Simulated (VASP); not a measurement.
# Zn (P6_3/mmc) in VASP: a series of runs

The runs below take Zn through relaxation of cell and atoms, with PBE.

All numbers are computed with VASP 6.6.1; they aren't measurements. Logs are shortened: lines on timing, memory, paths and dates and some standing lists are left out, and cuts for length are marked.

**1. The cell of the first run**

Symmetry: P6_3/mmc, No. 194, hexagonal system. The conventional cell has a = 2.367 Å, b = 2.367 Å, c = 3.812 Å, α = 90.00°, β = 90.00°, γ = 120.00°. Within 3.1 Å of Zn (site symmetry -6m2) lie 12 Zn at 2.35 to 2.37 Å.

**2. Relaxation of cell and atoms, PBE, target pressure 120 GPa, at which the enthalpy is minimised**

Input file INCAR:

```
SYSTEM = Zn
  PREC = Accurate
  ENCUT = 600
  EDIFF = 1E-6
  ISMEAR = -1
  SIGMA = 0.1
  LREAL = .False.
  LASPH = .True.
  NELM = 60
  ALGO = Normal
  ISIF = 3
  LWAVE = .False.
  LCHARG = .False.
  GGA = PE
  IBRION = 2
  NSW = 32
  EDIFFG = -0.005
  PSTRESS = 1200.0
```

Input file KPOINTS:

```
regular mesh
0
Gamma
  19 19 10
  0 0 0
```

Input file POSCAR:

```
Zn
1.0
    2.3672304724      0.0000000000      0.0000000000
   -1.1836152362      2.0500817258      0.0000000000
    0.0000000000      0.0000000000      3.8122023538
Zn
2
Direct
    0.3333333333      0.6666666667      0.2500000000
    0.6666666667      0.3333333333      0.7500000000
```

Potentials or basis: VASP PAW PBE potentials, release 64 (Zn).

Run with:

```bash
$ cat potpaw_PBE.64/Zn/POTCAR > POTCAR
$ mpirun -np 1 vasp_std > vasp.out
```

OUTCAR:

```text
SYSTEM = Zn
   PREC = Accurate
   ENCUT = 600
   EDIFF = 1E-6
   ISMEAR = -1
   LREAL = .False.
   LASPH = .True.
   NELM = 60
   ISIF = 3
   GGA = PE
   IBRION = 2
   NSW = 32
   EDIFFG = -0.005
   PSTRESS = 1200.0

 ion  position               nearest neighbor table
   1  0.333  0.667  0.250-   2 2.35   2 2.35   2 2.35   2 2.35   2 2.35   2 2.35
   2  0.667  0.333  0.750-   1 2.35   1 2.35   1 2.35   1 2.35   1 2.35   1 2.35

  LATTYP: Found a hexagonal cell.
 ALAT       =     2.3672304724
 C/A-ratio  =     1.6104060835

  Lattice vectors:

 A1 = (   2.3672304724,   0.0000000000,   0.0000000000)
 A2 = (  -1.1836152362,   2.0500817258,   0.0000000000)
 A3 = (   0.0000000000,   0.0000000000,   3.8122023538)

Analysis of symmetry for initial positions (statically):
=====================================================================
 Subroutine PRICEL returns:
 Original cell was already a primitive cell.

 Routine SETGRP: Setting up the symmetry group for a
 hexagonal supercell.

 Subroutine GETGRP returns: Found 24 space group operations
 (whereof 12 operations were pure point group operations)
 out of a pool of 24 trial point group operations.

The static configuration has the point symmetry D_3d.
 The point group associated with its full space group is D_6h.

Analysis of symmetry for dynamics (positions and initial velocities):
=====================================================================
 Subroutine PRICEL returns:
 Original cell was already a primitive cell.

 Routine SETGRP: Setting up the symmetry group for a
 hexagonal supercell.

 Subroutine GETGRP returns: Found 24 space group operations
 (whereof 12 operations were pure point group operations)
 out of a pool of 24 trial point group operations.

The dynamic configuration has the point symmetry D_3d.
 The point group associated with its full space group is D_6h.

 Subroutine INISYM returns: Found 24 space group operations
 (whereof 12 operations are pure point group operations),
 and found     1 'primitive' translations

----------------------------------------------------------------------------------------

                                     Primitive cell

  volume of cell :      18.5007

  direct lattice vectors                    reciprocal lattice vectors
     2.367230472  0.000000000  0.000000000     0.422434576  0.243892716  0.000000000
    -1.183615236  2.050081726  0.000000000     0.000000000  0.487785432  0.000000000
     0.000000000  0.000000000  3.812202354     0.000000000  0.000000000  0.262315561

  length of vectors
     2.367230472  2.367230472  3.812202354     0.487785432  0.487785432  0.262315561

[... 87 lines left out ...]
   ISYM   =      2    0-nonsym 1-usesym 2-fastsym
   POTIM  = 0.5000    time-step for ionic-motion
   TEBEG  =    0.0;   TEEND  =   0.0 temperature during run
   PSTRESS= 1200.0 pullay stress
   NELECT =      24.0000    total number of electrons
   NUPDOWN=      -1.0000    fix difference up-down
   EMIN   =  10.00;   EMAX   =-10.00  energy-range for DOS
   EFERMI =   0.00;   METHOD = LEGACY
   ISMEAR =    -1;   SIGMA  =   0.10  broadening in eV -4-tet -1-fermi 0-gaus
   EFERMI_NEDOS =   21; number of points for ismear=-14 and -15
   IALGO  =     38    algorithm
   IMIX   =      4    mixing-type and parameters
     AMIX     =   0.40;   BMIX     =  1.00
     AMIX_MAG =   1.60;   BMIX_MAG =  1.00
  volume/ion in A,a.u.               =       9.25        62.42
  Fermi-wavevector in a.u.,A,eV,Ry     =   1.785457  3.374024 43.373416  3.187856
  Thomas-Fermi vector in A             =   2.849237
   LORBIT       =      0    0 simple, 1 ext, 2 COOP (PROOUT), +10 PAW based schemes
   GGA     = PE    functional components
   LHFCALC =     F    Hartree Fock is set to
   AEXX    =    0.0000 exact exchange contribution
   IVDW    =     0    specifies the selected vdW correction
   LEPSILON=     F    determine dielectric tensor
   LRPA    =     F    only Hartree local field effects (RPA)
 conjugate gradient relaxation of ions
 non-spin polarized calculation
  energy-cutoff  :      600.00
  volume of cell :       18.50
 maximum number of plane-waves:       640
 NGX is ok and might be reduce to    20
   NGX =  9   NGY =  9   NGZ = 15

--------------------------------------- Ionic step        1  -------------------------------------------

 number of electron      24.0000007 magnetization

 Free energy of the ion-electron system (eV)
  ---------------------------------------------------
  ext. energy  EPLUGINS =         0.00000000
  ---------------------------------------------------
  free energy    TOTEN  =         0.49523207 eV

  energy without entropy =        0.49983874  energy(sigma->0) =        0.49753540

------------------------ aborting loop because EDIFF is reached ----------------------------------------

  FORCE on cell =-STRESS in cart. coord.  units (eV):
  Direction    XX          YY          ZZ          XY          YZ          ZX
  --------------------------------------------------------------------------------------
  -------------------------------------------------------------------------------------
  Total       14.0890487     14.0890487     14.0862344      0.0000000      0.0000000      0.0000000
  in kB     1220.1257453   1220.1257454   1219.8820238      0.0000000      0.0000000      0.0000000
  external PRESSURE =      20.0445048 kB  Pullay stress =    1200.0000000 kB
[... 63 lines left out ...]
--------------------------------------- Ionic step        3  -------------------------------------------

 number of electron      24.0000004 magnetization

 Free energy of the ion-electron system (eV)
  ---------------------------------------------------
  ext. energy  EPLUGINS =         0.00000000
  ---------------------------------------------------
  free energy    TOTEN  =         0.44472371 eV

  energy without entropy =        0.44937908  energy(sigma->0) =        0.44705140

 E-fermi :   8.4130     XC(G=0): -14.4160

 val. band max:        8.3489896946   @ k =   0.2105   0.0000   0.0000
 cond. band min:       8.4305068824   @ k =   0.3684  -0.0000   0.0000
 fundamental gap:      0.0815171877
 Fermi energy:         8.4130460477

 k-point     1 :       0.0000    0.0000    0.0000
  band No.  band energies     occupation
      1      -7.5264      2.00000
      2      -3.8671      2.00000
      3      -1.9204      2.00000
      4      -1.8968      2.00000
      5      -1.8968      2.00000
      6      -1.6584      2.00000
[... 433 lines left out ...]
      3      -3.0675      2.00000
      4      -2.1523      2.00000
      5      -2.0265      2.00000
      6      -1.6562      2.00000
[... 8 lines left out ...]
     15      16.5424      0.00000
     16      19.6191      0.00000

 [... further k-points ...]
[... 5 lines left out ...]
  --------------------------------------------------------------------------------------
  -------------------------------------------------------------------------------------
  Total       13.9108436     13.9108436     13.9097688      0.0000000     -0.0000000      0.0000000
  in kB     1200.3537474   1200.3537475   1200.2609992      0.0000000     -0.0000000      0.0000000
  external PRESSURE =       0.3228314 kB  Pullay stress =    1200.0000000 kB
[... 21 lines left out ...]
  energy  without entropy=        0.4493790823  energy(sigma->0) =        0.44705140

  enthalpy is  TOTEN    =        14.3514677966 eV   P V=       13.9067440839

 reached required accuracy - stopping structural energy minimisation
```

CONTCAR:

```text
Zn
   1.00000000000000
     2.3700910896327190    0.0000000000000000    0.0000000000000000
    -1.1850455448163595    2.0525590930071806   -0.0000000000000000
     0.0000000000000000    0.0000000000000000    3.8167533216726639
  Zn
     2
Direct
     0.3333333332999970    0.6666666667000030    0.2500000000000000
     0.6666666667000030    0.3333333332999970    0.7500000000000000

  0.00000000E+00  0.00000000E+00  0.00000000E+00
  0.00000000E+00  0.00000000E+00  0.00000000E+00
```

It took 5.5 min on 1 thread of AMD EPYC 7R13, shared host; peak memory 0.17 GiB.

Results:

```
Free energy                                            : 0.4447 eV
Relaxed volume                                         : 9.28 Å³/atom
Relaxed cell                                           : a = 2.370 Å, b = 2.370 Å, c = 3.817 Å, α = 90.00°, β = 90.00°, γ = 120.00°
Space group after relaxing (to 0.05 Å)                 : P6_3/mmc (No. 194)
Energy change on relaxing (the enthalpy is what falls) : -25.3 meV/atom
Ionic steps                                            : 3
Pressure after relaxing                                : 120.0 GPa
Band gap on the k mesh                                 : zero (band 12 reaches 9.69 eV, above the bottom of band 13 at 7.51 eV)
```

The path:
```tsv
step	energy change (eV)	largest force (eV/Å)	pressure (GPa)	volume (Å³)
1	0.0000	0.0000	122.00	18.50
2	-0.2283	0.0000	112.88	18.81
3	-0.0505	0.0000	120.03	18.57
```

Final structure:
```
CELL_PARAMETERS angstrom
2.37009 0.00000 0.00000
-1.18505 2.05256 0.00000
0.00000 0.00000 3.81675
ATOMIC_POSITIONS crystal
Zn 0.33333 0.66667 0.25000
Zn 0.66667 0.33333 0.75000
```

Levels at points of the mesh, in eV from the Fermi level:
| k point | band 9 | band 10 | band 11 | band 12 | band 13 | band 14 | band 15 | band 16 |
| --- | --- | --- | --- | --- | --- | --- | --- | --- |
| (0.00, 0.00, 0.00) | -9.81 | -8.92 | -8.92 | -6.10 | -0.72 | 20.12 | 20.48 | 20.48 |
| (0.00, 0.00, 0.50) | -9.17 | -9.17 | -9.17 | -9.17 | 9.97 | 9.97 | 21.03 | 21.03 |

Caveat: the cell is relaxed towards a set pressure, so the enthalpy falls and the energy may rise.

**3. Relaxation of cell and atoms, PBE, target pressure 120 GPa, at which the enthalpy is minimised**

This run uses another cell than the first one, of 9.27 Å³/atom, 1.002 times its volume.

Input file INCAR:

```
SYSTEM = Zn
PREC = Accurate
ENCUT = 600
EDIFF = 1E-7
ISMEAR = -1
SIGMA = 0.1
LREAL = .FALSE.
LASPH = .TRUE.
NELM = 60
ALGO = Normal
ISIF = 3
LWAVE = .FALSE.
LCHARG = .FALSE.
GGA = PE
IBRION = 2
NSW = 60
EDIFFG = -0.005
PSTRESS = 1200.0
```

Input file KPOINTS:

```
regular mesh
0
G
  19 19 10
  0 0 0
```

Input file POSCAR:

```
Zn
1.0
    2.3641279482      0.0000000000      0.0000000000
   -1.1820639741      2.0473948609      0.0000000000
    0.0000000000      0.0000000000      3.8298872760
Zn
2
Direct
    0.3333333333      0.6666666667      0.2500000000
    0.6666666667      0.3333333333      0.7500000000
```

Potentials or basis: VASP PAW PBE potentials, release 64 (Zn).

Run with:

```bash
$ cat potpaw_PBE.64/Zn/POTCAR > POTCAR
$ mpirun -np 1 vasp_std > vasp.out
```

OUTCAR:

```text
SYSTEM = Zn
   PREC = Accurate
   ENCUT = 600
   EDIFF = 1E-7
   ISMEAR = -1
   LREAL = .FALSE.
   LASPH = .TRUE.
   NELM = 60
   ISIF = 3
   GGA = PE
   IBRION = 2
   NSW = 60
   EDIFFG = -0.005
   PSTRESS = 1200.0

 ion  position               nearest neighbor table
   1  0.333  0.667  0.250-   2 2.35   2 2.35   2 2.35   2 2.35   2 2.35   2 2.35
   2  0.667  0.333  0.750-   1 2.35   1 2.35   1 2.35   1 2.35   1 2.35   1 2.35

  LATTYP: Found a hexagonal cell.
 ALAT       =     2.3641279482
 C/A-ratio  =     1.6200000000

  Lattice vectors:

 A1 = (   2.3641279482,   0.0000000000,   0.0000000000)
 A2 = (  -1.1820639741,   2.0473948609,   0.0000000000)
 A3 = (   0.0000000000,   0.0000000000,   3.8298872760)

Analysis of symmetry for initial positions (statically):
=====================================================================
[... 330 lines left out ...]
  ---------------------------------------------------
  ext. energy  EPLUGINS =         0.00000000
  ---------------------------------------------------
  free energy    TOTEN  =         0.44504973 eV

  energy without entropy =        0.44970396  energy(sigma->0) =        0.44737684

 E-fermi :   8.4135     XC(G=0): -14.4162

 val. band max:        8.3495565819   @ k =   0.2105   0.0000   0.0000
 cond. band min:       8.4307750413   @ k =   0.3684   0.0000   0.0000
 fundamental gap:      0.0812184593
 Fermi energy:         8.4134539326

 k-point     1 :       0.0000    0.0000    0.0000
  band No.  band energies     occupation
      1      -7.5264      2.00000
      2      -3.8671      2.00000
      3      -1.9203      2.00000
      4      -1.8967      2.00000
      5      -1.8967      2.00000
      6      -1.6583      2.00000
[... 433 lines left out ...]
      3      -3.0675      2.00000
      4      -2.1523      2.00000
      5      -2.0264      2.00000
      6      -1.6561      2.00000
[... 8 lines left out ...]
     15      16.5426      0.00000
     16      19.6195      0.00000

 [... further k-points ...]
[... 5 lines left out ...]
  --------------------------------------------------------------------------------------
  -------------------------------------------------------------------------------------
  Total       13.9130675     13.9130675     13.9137292      0.0000000     -0.0000000      0.0000000
  in kB     1200.5752669   1200.5752668   1200.6323613      0.0000000     -0.0000000      0.0000000
  external PRESSURE =       0.5942983 kB  Pullay stress =    1200.0000000 kB
[... 21 lines left out ...]
  energy  without entropy=        0.4497039645  energy(sigma->0) =        0.44737684

  enthalpy is  TOTEN    =        14.3514506645 eV   P V=       13.9064009395

 reached required accuracy - stopping structural energy minimisation
```

CONTCAR:

```text
Zn
   1.00000000000000
     2.3700829169123292    0.0000000000000000    0.0000000000000000
    -1.1850414584561646    2.0525520150527066    0.0000000000000000
     0.0000000000000000    0.0000000000000000    3.8166854667486674
  Zn
     2
Direct
     0.3333333332999970    0.6666666667000030    0.2500000000000000
     0.6666666667000030    0.3333333332999970    0.7500000000000000

  0.00000000E+00  0.00000000E+00  0.00000000E+00
  0.00000000E+00  0.00000000E+00  0.00000000E+00
```

It took 7.8 min on 1 thread of AMD EPYC 7R13, shared host; peak memory 0.17 GiB.

Results:

```
Free energy                                            : 0.4450 eV
Relaxed volume                                         : 9.28 Å³/atom
Relaxed cell                                           : a = 2.370 Å, b = 2.370 Å, c = 3.817 Å, α = 90.00°, β = 90.00°, γ = 120.00°
Space group after relaxing (to 0.05 Å)                 : P6_3/mmc (No. 194)
Energy change on relaxing (the enthalpy is what falls) : -11.3 meV/atom
Ionic steps                                            : 5
Pressure after relaxing                                : 120.1 GPa
Band gap on the k mesh                                 : zero (band 12 reaches 9.70 eV, above the bottom of band 13 at 7.51 eV)
```

Step by step:
| step | energy change (eV) | largest force (eV/Å) | pressure (GPa) | volume (Å³) |
| --- | --- | --- | --- | --- |
| 1 | 0.0000 | 0.0000 | 120.93 | 18.54 |
| 2 | -0.1081 | 0.0000 | 116.60 | 18.68 |
| 3 | -0.0427 | 0.0000 | 119.22 | 18.59 |
| 4 | -0.0052 | 0.0000 | 120.69 | 18.54 |
| 5 | -0.0226 | 0.0000 | 120.06 | 18.57 |

Final structure:
```yaml
crystal:
  lattice:
    - [2.37008, 0.00000, 0.00000]
    - [-1.18504, 2.05255, 0.00000]
    - [0.00000, 0.00000, 3.81669]
  atoms:
    - { symbol: Zn, position: [0.33333, 0.66667, 0.25000] }
    - { symbol: Zn, position: [0.66667, 0.33333, 0.75000] }
```

Caveat: the cell is relaxed towards a set pressure, so the enthalpy falls and the energy may rise.
